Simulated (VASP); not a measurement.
# ZrSi2: single point with r2SCAN

ZrSi2:

```
CELL_PARAMETERS angstrom
4.00079 0.00000 0.00000
-2.00039 3.46478 0.00000
0.00000 0.00000 3.58668
ATOMIC_POSITIONS crystal
Zr 0.00000 0.00000 0.00000
Si 0.33333 0.66667 0.50000
Si 0.66667 0.33333 0.50000
```

| Item | Value |
| --- | --- |
| Program | VASP 6.6.1 |
| Task | single point |
| Functional | r2SCAN |
| Potentials or basis | VASP PAW PBE potentials, release 64 (Zr_sv, Si) |
| Cutoff | 520 eV |
| k mesh | 6 × 6 × 6 |
| Occupations | gaussian, width 0.1 eV |
| Spin | no spin polarisation |

The pressure is 0.1 GPa and the band gap on the k mesh is zero (band 10 reaches 11.60 eV, above the bottom of band 11 at 9.62 eV).

Levels at points of the mesh, in eV from the Fermi level:
| k point | band 7 | band 8 | band 9 | band 10 | band 11 | band 12 | band 13 | band 14 |
| --- | --- | --- | --- | --- | --- | --- | --- | --- |
| (0.00, 0.00, 0.00) | -4.68 | -2.53 | -2.02 | -1.51 | 0.47 | 0.47 | 1.21 | 1.21 |
| (0.50, 0.00, 0.00) | -4.86 | -3.92 | -2.81 | 0.45 | 1.14 | 1.44 | 1.65 | 3.20 |
| (0.00, 0.00, 0.50) | -3.01 | -3.01 | -2.69 | -2.69 | -0.89 | -0.89 | 0.59 | 1.98 |
| (0.50, 0.00, 0.50) | -5.69 | -4.73 | -4.55 | -0.54 | 1.85 | 2.41 | 3.22 | 3.49 |

Run time: 100 s on 1 thread of Intel(R) Xeon(R) Platinum 8559C (Emerald Rapids), with other jobs on the host, peak memory 0.18 GiB.

Caveat: the PAW data sets were made with another functional, which shifts forces and pressure a little.
